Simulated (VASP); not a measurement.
Input of a VASP 6.6.1 run:

Contents of INCAR:

```
PREC     = Accurate       # precision mode
ENCUT    = 600            # plane-wave cutoff, eV
EDIFF    = 1E-6           # SCF threshold, eV
ISMEAR   = 0              # smearing method
SIGMA    = 0.05           # smearing width, eV
LREAL    = F              # projectors in reciprocal space
LASPH    = T              # aspherical terms in the spheres
NELM     = 120            # most SCF steps
ALGO     = Normal         # electronic algorithm
ISIF     = 2              # what is computed and relaxed
LWAVE    = F              # write WAVECAR
LCHARG   = T              # write CHGCAR
GGA      = PE             # functional
LELF     = T              # ELF
LVHAR    = T            
NBANDS   = 16             # bands
GGA_COMPAT= F
```

File KPOINTS:

```
regular mesh
0
Gamma
  10 10 6
```

File POSCAR:

```
SiC
1.0
    0.0000000000     -2.1898640950     -2.1898640950
    0.0000000000      2.1898640950     -2.1898640950
    4.3797281900      0.0000000000      0.0000000000
Si C
2 2
Direct
    0.4807427855      0.4807427855      0.5000000000
    0.0192572145      0.0192572145      0.0000000000
    1.0684974014      0.4315025986      0.2500000000
    0.4315025986      0.0684974014      0.7500000000
```

Potentials or basis: VASP PAW PBE potentials, release 64 (Si, C).

Launch:

```bash
$ cat potpaw_PBE.64/Si/POTCAR potpaw_PBE.64/C/POTCAR > POTCAR
$ mpirun -np 1 vasp_std > vasp.out
```

(1) What does it give for the largest force?

(2) What does it give for the pressure?

Answers

(1) 7.176 eV/Å.

(2) 21.9 GPa.

Caveat: the cell differs from its parent crystal (mode 7 (741.2 1/cm) frozen in, largest displacement -0.300 Å); forces of over 1 eV/Å act on the atoms, so gaps and moduli don't describe the material at rest.
